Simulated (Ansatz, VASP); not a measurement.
## One calculation of Bi, two programs

INCAR

```
  PREC = Accurate
  ENCUT = 520
  EDIFF = 1E-8
  ISMEAR = -1
  SIGMA = 0.03
  LREAL = False
  LASPH = True
  NELM = 100
  ALGO = Normal
  ISIF = 2
  LWAVE = False
  LCHARG = False
  GGA = PE
  LEFG = True
  NBANDS = 22
```

Contents of KPOINTS:

```
regular mesh
0
Gamma
  11 11 11
```

File POSCAR:

```
Bi
1.0
    2.3029109990      1.3295862852      4.0060322827
   -2.3029109990      1.3295862852      4.0060322827
    0.0000000000     -2.6591725704      4.0060322827
Bi
2
Direct
    0.2338900000      0.2338900000      0.2338900000
    0.7661100000      0.7661100000      0.7661100000
```

Input for Ansatz:

```yaml
crystal:
  lattice:
    - [2.302910999, 1.3295862852, 4.0060322827]
    - [-2.302910999, 1.3295862852, 4.0060322827]
    - [0.0, -2.6591725704, 4.0060322827]
  atoms:
    - { symbol: Bi, position: [0.23389, 0.23389, 0.23389] }
    - { symbol: Bi, position: [0.76611, 0.76611, 0.76611] }
kpoints:
  mp_grid: { grid: [11, 11, 11] }
scf:
  occupations: { method: fermi_dirac, width: 0.03 }
hamiltonian:
  xc: pbe
  pseudopotentials: { kind: paw }
output:
  forces: true
  stress: true
  eigenvalues: true
  efg: { contact_densities: true }
  write_density: true
  write_potential: true
  elf: true
  volumetric_format: npy
```

Change from the starting cell: volume scaled by 1.04, PAW files.

Alike in both runs: task electric field gradients; functional PBE; k mesh 11 × 11 × 11; occupations fermi-dirac, width 0.03 eV; no spin polarisation.

```csv
,VASP,Ansatz
version,VASP 6.6.1,Ansatz 0.2.0
potentials or method,"VASP PAW PBE potentials, release 64 (Bi_d)","PAW with Ansatz's default frozen-core files, scalar-relativistic"
plane-wave cutoff (eV),520,420
valence electrons in the cell,30,30
```

|  | VASP | Ansatz | Ansatz less VASP |
| --- | --- | --- | --- |
| pressure (GPa) | -0.1 | -0.1 | +0.05 |
| traceless stress, the component that is largest in VASP (GPa) | 0.27 | 0.27 | +0.002 |
| rms of the force components (eV/Å) | 0.013 | 0.009 | -0.0041 |
| size of Vzz on the site where it differs most (V/Å²) | 34.0 | 35.9 | +1.84 |

Atom by atom the forces differ by 0.004 eV/Å (rms over components).

Neither program's run includes spin-orbit coupling.
